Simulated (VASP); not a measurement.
Set up this calculation in VASP 6.6.1, as the native input.

| Item | Value |
| --- | --- |
| Task | single point |
| Functional | PBE |
| Dispersion | D3(BJ) |
| Potentials or basis | VASP PAW PBE potentials, release 64 (Ba_sv, Ti_sv, O) |
| Cutoff | 520 eV |
| k mesh | 8 × 8 × 8 |
| Occupations | gaussian, width 0.02 eV |
| Spin | no spin polarisation |
| Dipole correction | no |
| Further INCAR settings | ALGO = Normal; EDIFF = 1e-06; NBANDS = 28 |

The structure of BaTiO3 lies in POSCAR:

```
BaTiO3
1.0
    3.9735674476      0.0000000000      0.0000000000
    0.0000000000      3.9735674476      0.0000000000
    0.0000000000      0.0000000000      4.0923134303
Ba Ti O
1 1 3
Direct
    0.0000000000      0.0000000000     -0.0037887125
    0.5000000000      0.5000000000      0.4793345889
    0.5000000000      0.5000000000      0.0312837783
    0.5000000000      0.0000000000      0.5180851726
    0.0000000000      0.5000000000      0.5180851726
```

These files were run (other wordings do the same):

INCAR

```
SYSTEM = BaTiO3
PREC     = Accurate       ! precision mode
ENCUT    = 520            ! plane-wave cutoff, eV
EDIFF    = 1E-6           ! SCF threshold, eV
ISMEAR   = 0              ! smearing method
SIGMA    = 0.02           ! smearing width, eV
LREAL    = .FALSE.        ! projectors in reciprocal space
LASPH    = .TRUE.         ! aspherical terms in the spheres
NELM     = 80             ! most SCF steps
ALGO     = Normal         ! electronic algorithm
ISIF     = 2              ! what is computed and relaxed
LWAVE    = .FALSE.        ! write WAVECAR
LCHARG   = .FALSE.        ! write CHGCAR
GGA      = PE             ! functional
IVDW     = 12             ! dispersion correction
NBANDS   = 28             ! bands
```

KPOINTS

```
Automatic mesh
0
G
  8 8 8
  0 0 0
```

Potentials or basis: VASP PAW PBE potentials, release 64 (Ba_sv, Ti_sv, O).

Command:

```sh
$ cat potpaw_PBE.64/Ba_sv/POTCAR potpaw_PBE.64/Ti_sv/POTCAR potpaw_PBE.64/O/POTCAR > POTCAR
$ mpirun -np 1 vasp_std > vasp.out
```

Results of the run:

The pressure is 1.8 GPa and the largest force is 0.067 eV/Å. The band gap on the k mesh is 1.81 eV (least direct gap 2.27 eV). The dispersion energy per atom is -0.263 eV.

Caveat: spin-orbit coupling is left out, which moves the levels of the heavy elements.

Wall time 4 min on 1 thread of Intel Xeon 8259CL, on a shared host, peak memory 0.25 GiB.
